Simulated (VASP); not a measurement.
Wanted: the native input for a VASP 6.6.1 run.

* Task: single point
* Functional: LDA
* Potentials or basis: VASP PAW LDA potentials, release 64 (Pb_d)
* Cutoff: 520 eV
* k mesh: 9 × 9 × 9
* Occupations: fermi-dirac, width 0.05 eV
* Spin: no spin polarisation
* Dipole correction: no
* Further INCAR settings: ALGO = Normal; EDIFF = 1e-06; NBANDS = 13

The structure of Pb lies in POSCAR:

```
Pb
1.0
    0.0000000000      2.4244952108      2.4244952108
    2.4244952108      0.0000000000      2.4244952108
    2.4244952108      2.4244952108      0.0000000000
Pb
1
Direct
    0.0000000000      0.0000000000      0.0000000000
```

One way to write it, as run:

INCAR

```
PREC = Accurate
ENCUT = 520
EDIFF = 1E-6
ISMEAR = -1
SIGMA = 0.05
LREAL = False
LASPH = True
NELM = 80
ALGO = Normal
ISIF = 2
LWAVE = False
LCHARG = False
GGA = CA
NBANDS = 13
```

KPOINTS

```
regular mesh
0
Gamma
  9 9 9
```

Potentials or basis: VASP PAW LDA potentials, release 64 (Pb_d).

Launch:

```console
$ cat potpaw_LDA.64/Pb_d/POTCAR > POTCAR
$ mpirun -np 1 vasp_std > vasp.out
```

It gave:

- Pressure: 1.1 GPa
- Band gap on the k mesh: zero (band 7 reaches 15.57 eV, above the bottom of band 8 at 6.05 eV)

Caveat: spin-orbit coupling is left out, which moves the levels of the heavy elements.

Wall time 11 s on 1 thread of AMD EPYC 7R13, on a shared host, peak memory 0.11 GiB.
